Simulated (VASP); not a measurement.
# Na2H5 (Cmm2) in VASP: further runs

Na2H5 is run at these levels: PBE; tasks: single point, relaxation of cell and atoms.

Program: VASP 6.6.1. These are calculated values, not measurements. Logs are shortened: lines on timing, memory, paths and dates and some standing lists are left out, and cuts for length are marked.

## Step 1: The cell of the first run

Symmetry: Cmm2, No. 35, orthorhombic system. Conventional cell: a = 4.213 Å, b = 4.463 Å, c = 8.360 Å, α = 90.00°, β = 90.00°, γ = 90.00°. Na (site symmetry mm2) has 6 H at 2.30 to 2.76 Å within 3.0 Å. Na (site symmetry mm2) has 10 H at 2.11 to 2.23 Å within 2.8 Å. H (site symmetry 2) has 2 H at 1.09 Å within 1.5 Å. Within 1.5 Å of H (site symmetry m) lie 2 H at 1.09 Å. Within 2.8 Å of H (site symmetry mm2) lie 6 H at 2.08 to 2.26 Å and 4 Na at 2.11 to 2.23 Å.

## Step 2: Single point, PBE

INCAR

```
PREC     = Accurate       # precision mode
ENCUT    = 520            # plane-wave cutoff, eV
EDIFF    = 1E-7           # SCF threshold, eV
ISMEAR   = 0              # smearing method
SIGMA    = 0.1            # smearing width, eV
LREAL    = F              # projectors in reciprocal space
LASPH    = T              # aspherical terms in the spheres
NELM     = 60             # most SCF steps
ALGO     = Normal         # electronic algorithm
ISIF     = 2              # what is computed and relaxed
LWAVE    = F              # write WAVECAR
LCHARG   = F              # write CHGCAR
GGA      = PE             # functional
NBANDS   = 18             # bands
```

KPOINTS

```
Automatic mesh
0
Gamma
  6 6 2
```

POSCAR

```
Na2H5
1.0
    2.1066136200     -2.2313066600      0.0000000000
    2.1066136200      2.2313066600      0.0000000000
    0.0000000000      0.0000000000      8.3598625700
Na H
2 5
Direct
    0.0000000000      0.0000000000      0.7329275400
    0.5000000000      0.5000000000      0.2654094800
    0.0000000000      0.5000000000      0.4585194900
    0.5000000000      0.0000000000      0.4585194900
    0.2106064200      0.7893935800      0.4817884200
    0.7893935800      0.2106064200      0.4817884200
    0.0000000000      0.0000000000      0.2592156900
```

Potentials or basis: VASP PAW PBE potentials, release 64 (Na_pv, H).

On the command line:

```console
> cat potpaw_PBE.64/Na_pv/POTCAR potpaw_PBE.64/H/POTCAR > POTCAR
> mpirun -np 1 vasp_std > vasp.out
```

OUTCAR:

```text
PREC = Accurate
   ENCUT = 520
   EDIFF = 1E-7
   ISMEAR = 0
   LREAL = F
   LASPH = T
   NELM = 60
   ISIF = 2
   GGA = PE

 ion  position               nearest neighbor table
   1  0.000  0.000  0.733-
   2  0.500  0.500  0.265-
   3  0.000  0.500  0.459-
   4  0.500  0.000  0.459-
   5  0.211  0.789  0.482-
   6  0.789  0.211  0.482-
   7  0.000  0.000  0.259-

  LATTYP: Found a base centered orthorhombic cell.
 ALAT       =     4.2132272400
 B/A-ratio  =     1.0591912246
 C/A-ratio  =     1.9841945601

  Lattice vectors:

 A1 = (   2.1066136200,  -2.2313066600,   0.0000000000)
 A2 = (   2.1066136200,   2.2313066600,   0.0000000000)
 A3 = (   0.0000000000,   0.0000000000,   8.3598625700)

Analysis of symmetry for initial positions (statically):
=====================================================================
 Subroutine PRICEL returns:
 Original cell was already a primitive cell.

 Routine SETGRP: Setting up the symmetry group for a
 base centered orthorhombic supercell.

 Subroutine GETGRP returns: Found  4 space group operations
 (whereof  4 operations were pure point group operations)
 out of a pool of  8 trial point group operations.

The static configuration has the point symmetry C_2v.

Analysis of symmetry for dynamics (positions and initial velocities):
=====================================================================
 Subroutine PRICEL returns:
 Original cell was already a primitive cell.

 Routine SETGRP: Setting up the symmetry group for a
 base centered orthorhombic supercell.

 Subroutine GETGRP returns: Found  4 space group operations
 (whereof  4 operations were pure point group operations)
 out of a pool of  8 trial point group operations.

The dynamic configuration has the point symmetry C_2v.

 Subroutine INISYM returns: Found  4 space group operations
 (whereof  4 operations are pure point group operations),
 and found     1 'primitive' translations

----------------------------------------------------------------------------------------

                                     Primitive cell

  volume of cell :      78.5911

  direct lattice vectors                    reciprocal lattice vectors
     2.106613620 -2.231306660  0.000000000     0.237347749 -0.224083946  0.000000000
     2.106613620  2.231306660  0.000000000     0.237347749  0.224083946  0.000000000
     0.000000000  0.000000000  8.359862570     0.000000000  0.000000000  0.119619191

  length of vectors
     3.068639822  3.068639822  8.359862570     0.326416250  0.326416250  0.119619191

  position of ions in fractional coordinates (direct lattice)
     0.000000000  0.000000000  0.732927540
     0.500000000  0.500000000  0.265409480
     1.000000000  0.500000000  0.458519490
     0.500000000  1.000000000  0.458519490
     0.210606420  0.789393580  0.481788420
     0.789393580  0.210606420  0.481788420
     0.000000000  0.000000000  0.259215690

  ion indices of the primitive-cell ions
   primitive index   ion index
                 1           1
                 2           2
                 3           3
                 4           4
                 5           5
                 6           6
                 7           7

----------------------------------------------------------------------------------------

 KPOINTS: Automatic mesh

Automatic generation of k-mesh.
 Grid dimensions read from file:
 generate k-points for:    6    6    2

 Generating k-lattice:

  Cartesian coordinates                     Fractional coordinates (reciprocal lattice)
     0.039557958 -0.037347324  0.000000000     0.166666667 -0.000000000  0.000000000
     0.039557958  0.037347324  0.000000000    -0.000000000  0.166666667  0.000000000
     0.000000000  0.000000000  0.059809596     0.000000000  0.000000000  0.500000000

  Length of vectors
     0.054402708  0.054402708  0.059809596

  Shift w.r.t. Gamma in fractional coordinates (k-lattice)
     0.000000000  0.000000000  0.000000000

 Subroutine IBZKPT returns following result:
 ===========================================

 Found     26 irreducible k-points:

 Following reciprocal coordinates:
            Coordinates               Weight
  0.000000  0.000000  0.000000      1.000000
  0.166667  0.000000  0.000000      4.000000
  0.333333  0.000000  0.000000      4.000000
  0.500000  0.000000  0.000000      2.000000
  0.166667  0.166667  0.000000      2.000000
  0.333333  0.166667  0.000000      4.000000
[... 16 lines left out ...]
  0.333333  0.333333  0.500000      2.000000
  0.500000  0.333333  0.500000      4.000000
 [... further k-points ...]
   k-points           NKPTS =     26   k-points in BZ     NKDIM =     26   number of bands    NBANDS=     18
   number of dos      NEDOS =    301   number of ions     NIONS =      7
   total plane-waves  NPLWV =  36864
   dimension x,y,z NGX =    24 NGY =   24 NGZ =   64
   dimension x,y,z NGXF=    48 NGYF=   48 NGZF=  128
   ions per type =               2   5
   NGX,Y,Z   is equivalent  to a cutoff of  13.00, 13.00, 12.73 a.u.
   NGXF,Y,Z  is equivalent  to a cutoff of  26.00, 26.00, 25.45 a.u.
 SYSTEM =  unknown system
   PREC   = accura    normal or accurate (medium, high low for compatibility)
   ISTART =      0    job   : 0-new  1-cont  2-samecut
   ICHARG =      2    charge: 1-file 2-atom 10-const
   ISPIN  =      1    spin polarized calculation?
   LNONCOLLINEAR =      F non collinear calculations
   LSORBIT =      F    spin-orbit coupling
   LASPH  =      T    aspherical Exc in radial PAW
   ENCUT  =  520.0 eV  38.22 Ry    6.18 a.u.   5.71  5.71 15.54*2*pi/ulx,y,z
   NELM   =     60;   NELMIN=  2; NELMDL= -5     # of ELM steps
   EDIFF  = 0.1E-06   stopping-criterion for ELM
   LREAL  =      F    real-space projection
   EDIFFG = 0.1E-05   stopping-criterion for IOM
   NSW    =      0    number of steps for IOM
   IBRION =     -1    ionic relax: 0-MD 1-quasi-New 2-CG
   NFREE  =      0    steps in history (QN), initial steepest desc. (CG)
   ISIF   =      2    stress and relaxation
   ISYM   =      2    0-nonsym 1-usesym 2-fastsym
   POTIM  = 0.5000    time-step for ionic-motion
   TEBEG  =    0.0;   TEEND  =   0.0 temperature during run
   PSTRESS=    0.0 pullay stress
   NELECT =      19.0000    total number of electrons
   NUPDOWN=      -1.0000    fix difference up-down
   EMIN   =  10.00;   EMAX   =-10.00  energy-range for DOS
   EFERMI =   0.00;   METHOD = LEGACY
   ISMEAR =     0;   SIGMA  =   0.10  broadening in eV -4-tet -1-fermi 0-gaus
   EFERMI_NEDOS =   21; number of points for ismear=-14 and -15
   IALGO  =     38    algorithm
   IMIX   =      4    mixing-type and parameters
     AMIX     =   0.40;   BMIX     =  1.00
     AMIX_MAG =   1.60;   BMIX_MAG =  1.00
  volume/ion in A,a.u.               =      11.23        75.77
  Fermi-wavevector in a.u.,A,eV,Ry     =   1.019847  1.927231 14.151249  1.040087
  Thomas-Fermi vector in A             =   2.153383
   LORBIT       =      0    0 simple, 1 ext, 2 COOP (PROOUT), +10 PAW based schemes
   GGA     = PE    functional components
   LHFCALC =     F    Hartree Fock is set to
   AEXX    =    0.0000 exact exchange contribution
   IVDW    =     0    specifies the selected vdW correction
   LEPSILON=     F    determine dielectric tensor
   LRPA    =     F    only Hartree local field effects (RPA)
 non-spin polarized calculation
 Gauss-broadening in eV      SIGMA  =   0.10
  energy-cutoff  :      520.00
  volume of cell :       78.59
 maximum number of plane-waves:      2137
   NGX = 11   NGY = 11   NGZ = 31

 number of electron      19.0000017 magnetization

 Free energy of the ion-electron system (eV)
  ---------------------------------------------------
  ext. energy  EPLUGINS =         0.00000000
  ---------------------------------------------------
  free energy    TOTEN  =       -17.02918495 eV

  energy without entropy =      -17.01714103  energy(sigma->0) =      -17.02316299

 E-fermi :   0.4941     XC(G=0):  -7.3823

 val. band max:        0.4898069389   @ k =  -0.3333   0.1667   0.0000
 cond. band min:       0.5168717031   @ k =   0.5000   0.3333   0.5000
 fundamental gap:      0.0270647642
 Fermi energy:         0.4940955784

 k-point     1 :       0.0000    0.0000    0.0000
  band No.  band energies     occupation
      1     -24.9004      2.00000
      2     -24.8777      2.00000
      3     -24.8752      2.00000
      4     -22.7492      2.00000
      5     -22.5667      2.00000
      6     -22.5523      2.00000
[... 10 lines left out ...]
     17      12.9813      0.00000
     18      13.4012      0.00000

 k-point     2 :       0.1667    0.0000    0.0000
  band No.  band energies     occupation
      1     -24.9079      2.00000
      2     -24.8965      2.00000
      3     -24.8738      2.00000
      4     -22.7436      2.00000
      5     -22.5985      2.00000
      6     -22.5550      2.00000
[... 10 lines left out ...]
     17      12.3268      0.00000
     18      13.4378      0.00000

 k-point     3 :       0.3333    0.0000    0.0000
  band No.  band energies     occupation
      1     -24.9703      2.00000
      2     -24.8887      2.00000
      3     -24.8685      2.00000
      4     -22.7324      2.00000
      5     -22.6720      2.00000
      6     -22.5495      2.00000
[... 10 lines left out ...]
     17      11.0757      0.00000
     18      11.6085      0.00000

 k-point     4 :       0.5000    0.0000    0.0000
  band No.  band energies     occupation
      1     -25.0013      2.00000
      2     -24.8849      2.00000
      3     -24.8659      2.00000
      4     -22.7265      2.00000
      5     -22.7088      2.00000
      6     -22.5465      2.00000
[... 10 lines left out ...]
     17       8.9573      0.00000
     18       9.7501      0.00000

 k-point     5 :       0.1667    0.1667    0.0000
  band No.  band energies     occupation
      1     -24.9068      2.00000
      2     -24.9037      2.00000
      3     -24.8926      2.00000
      4     -22.7380      2.00000
      5     -22.5983      2.00000
      6     -22.5894      2.00000
[... 10 lines left out ...]
     17      10.2084      0.00000
     18      10.6679      0.00000

 k-point     6 :       0.3333    0.1667    0.0000
  band No.  band energies     occupation
      1     -24.9667      2.00000
      2     -24.8990      2.00000
      3     -24.8851      2.00000
      4     -22.7272      2.00000
      5     -22.6664      2.00000
      6     -22.5848      2.00000
[... 307 lines left out ...]
 k-point    21 :      -0.3333    0.1667    0.5000
  band No.  band energies     occupation
      1     -24.9660      2.00000
      2     -24.8980      2.00000
      3     -24.8852      2.00000
      4     -22.7277      2.00000
      5     -22.6660      2.00000
      6     -22.5808      2.00000
[... 10 lines left out ...]
     17      10.5287      0.00000
     18      10.6504      0.00000

 k-point    22 :      -0.1667    0.1667    0.5000
  band No.  band energies     occupation
      1     -24.9063      2.00000
      2     -24.9024      2.00000
      3     -24.8928      2.00000
      4     -22.7384      2.00000
      5     -22.6040      2.00000
      6     -22.5795      2.00000
[... 10 lines left out ...]
     17      11.0253      0.00000
     18      12.0012      0.00000

 k-point    23 :       0.3333    0.3333    0.5000
  band No.  band energies     occupation
      1     -24.9611      2.00000
      2     -24.9561      2.00000
      3     -24.8779      2.00000
      4     -22.7173      2.00000
      5     -22.6620      2.00000
      6     -22.6436      2.00000
[... 10 lines left out ...]
     17       8.3361      0.00000
     18       9.0889      0.00000

 k-point    24 :       0.5000    0.3333    0.5000
  band No.  band energies     occupation
      1     -24.9886      2.00000
      2     -24.9533      2.00000
      3     -24.8744      2.00000
      4     -22.7124      2.00000
      5     -22.6900      2.00000
      6     -22.6405      2.00000
[... 10 lines left out ...]
     17       8.5473      0.00000
     18       8.7396      0.00000

 [... further k-points ...]

------------------------ aborting loop because EDIFF is reached ----------------------------------------

  FORCE on cell =-STRESS in cart. coord.  units (eV):
  Direction    XX          YY          ZZ          XY          YZ          ZX
  --------------------------------------------------------------------------------------
  -------------------------------------------------------------------------------------
  Total        1.2538002      3.1307785      2.1967101      0.0000000      0.0000000      0.0000000
  in kB       25.5602819     63.8248269     44.7826766      0.0000000      0.0000000      0.0000000
  external PRESSURE =      44.7225951 kB  Pullay stress =       0.0000000 kB

 VOLUME and BASIS-vectors are now :
 -----------------------------------------------------------------------------
  energy-cutoff  :      520.00
  volume of cell :       78.59
      direct lattice vectors                 reciprocal lattice vectors
     2.106613620 -2.231306660  0.000000000     0.237347749 -0.224083946  0.000000000
     2.106613620  2.231306660  0.000000000     0.237347749  0.224083946  0.000000000
     0.000000000  0.000000000  8.359862570     0.000000000  0.000000000  0.119619191

 POSITION                                       TOTAL-FORCE (eV/Angst)
 -----------------------------------------------------------------------------------
      0.00000      0.00000      6.12717        -0.000000      0.000000      0.164506
      2.10661      0.00000      2.21879         0.000000      0.000000     -0.895295
      1.05331      1.11565      3.83316        -0.000000      0.000000      1.077840
      1.05331     -1.11565      3.83316        -0.000000      0.000000      1.077840
      2.10661      1.29145      4.02768        -0.000000     -0.505028     -0.396206
      2.10661     -1.29145      4.02768        -0.000000      0.505028     -0.396206
      0.00000      0.00000      2.16701         0.000000      0.000000     -0.632480
 -----------------------------------------------------------------------------------
    total drift:                                0.000000      0.000000      0.001777

  FREE ENERGIE OF THE ION-ELECTRON SYSTEM (eV)
  ---------------------------------------------------
  free  energy   TOTEN  =       -17.0291849469 eV

  energy  without entropy=      -17.0171410325  energy(sigma->0) =      -17.02316299
```

Wall time 43 s (1 thread of AMD EPYC 7R43 (Zen 3), shared host); peak memory 0.15 GiB.

Results:

```
Free energy   : -17.0292 eV
Pressure      : 4.5 GPa
Largest force : 1.078 eV/Å
```

Forces in eV/Å, atoms in the order of the input:
```
Na   0.000  0.000  0.165
Na   0.000  0.000 -0.895
H    0.000  0.000  1.078
H    0.000  0.000  1.078
H    0.000 -0.505 -0.396
H    0.000  0.505 -0.396
H    0.000  0.000 -0.632
```

Levels at points of the mesh, in eV from the Fermi level:
```tsv
k point	band 5	band 6	band 7	band 8	band 9	band 10	band 11	band 12	band 13	band 14
(0.00, 0.00, 0.00)	-23.06	-23.05	-11.44	-3.31	-2.08	0.09	0.24	2.56	4.39	9.06
(0.50, 0.00, 0.00)	-23.20	-23.04	-8.45	-7.54	-1.35	1.41	2.31	3.47	5.95	7.11
(0.50, 0.50, 0.00)	-23.19	-23.16	-7.96	-3.83	-3.14	-0.30	3.14	4.66	5.46	5.75
(0.00, 0.00, 0.50)	-23.06	-23.05	-11.44	-3.53	-1.50	0.09	0.24	1.27	6.47	8.18
(0.50, 0.00, 0.50)	-23.20	-23.04	-8.45	-7.54	-1.38	1.28	2.67	4.51	4.94	5.10
(0.50, 0.50, 0.50)	-23.19	-23.16	-7.96	-3.83	-3.14	-0.31	3.14	4.44	5.35	5.54
```

Caveat: the k points lie up to 0.38 Å⁻¹ apart; forces of over 1 eV/Å act on the atoms, so gaps and moduli don't describe the material at rest.

## Step 3: Single point, PBE

This run uses another cell than the first one, of 13.00 Å³/atom, 1.158 times its volume.

INCAR

```
SYSTEM = Na2H5
PREC = Accurate
ENCUT = 520
EDIFF = 1E-6
ISMEAR = 0
SIGMA = 0.1
LREAL = .FALSE.
LASPH = .TRUE.
NELM = 100
ALGO = Normal
ISIF = 2
LWAVE = .FALSE.
LCHARG = .TRUE.
GGA = PE
LELF = .TRUE.
LVHAR = .TRUE.
NBANDS = 18
```

KPOINTS

```
Automatic mesh
0
G
  6 6 2
  0 0 0
```

POSCAR

```
Na2H5
1.0
    2.0967642186     -2.7602277495      0.0000000000
    2.0967642186      2.7602277495      0.0000000000
    0.0000000000      0.0000000000      7.8622700737
Na H
2 5
Direct
    0.0000000000      0.0000000000      0.8399949696
    0.5000000000      0.5000000000      0.2272637742
    0.0000000000      0.5000000000      0.4838355775
    0.5000000000      0.0000000000      0.4838355775
    0.2485132334      0.7514867666      0.4842900225
    0.7514867666      0.2485132334      0.4842900225
    0.0000000000      0.0000000000      0.1346585862
```

Potentials or basis: VASP PAW PBE potentials, release 64 (Na_pv, H).

On the command line:

```console
> cat potpaw_PBE.64/Na_pv/POTCAR potpaw_PBE.64/H/POTCAR > POTCAR
> mpirun -np 1 vasp_std > vasp.out
```

Run time: 54 s. Hardware: 1 thread of AMD EPYC 7R43 (Zen 3), shared host; peak memory 0.17 GiB.

The run converged. Its results:

- Free energy: -18.2056 eV
- Pressure: -0.1 GPa
- Largest force: 0.006 eV/Å

Forces on the atoms (eV/Å):
```
Na   0.000  0.000 -0.002
Na   0.000  0.000  0.006
H    0.000  0.000 -0.001
H    0.000  0.000 -0.001
H    0.000 -0.002 -0.002
H    0.000  0.002 -0.002
H    0.000  0.000  0.000
```

Stress tensor (GPa, compression positive):
```
-0.17  0.00  0.00
 0.00 -0.03  0.00
 0.00  0.00 -0.07
```

Levels at points of the mesh, in eV from the Fermi level:
| k point | band 8 | band 9 | band 10 | band 11 | band 12 | band 13 |
| --- | --- | --- | --- | --- | --- | --- |
| (0.00, 0.00, 0.00) | -4.36 | -1.44 | -0.76 | -0.75 | 3.64 | 4.11 |
| (0.50, 0.00, 0.00) | -7.76 | -2.82 | 0.79 | 2.12 | 2.57 | 5.93 |
| (0.50, 0.50, 0.00) | -2.34 | -2.03 | -1.87 | 2.08 | 2.16 | 3.27 |
| (0.00, 0.00, 0.50) | -4.47 | -0.87 | -0.76 | -0.75 | 1.75 | 6.01 |
| (0.50, 0.00, 0.50) | -7.76 | -2.85 | 0.57 | 2.52 | 3.52 | 4.74 |
| (0.50, 0.50, 0.50) | -2.32 | -2.03 | -1.88 | 1.77 | 1.97 | 3.97 |

Caveat: the k points lie up to 0.40 Å⁻¹ apart.

(Continued in part 2 of 2.)
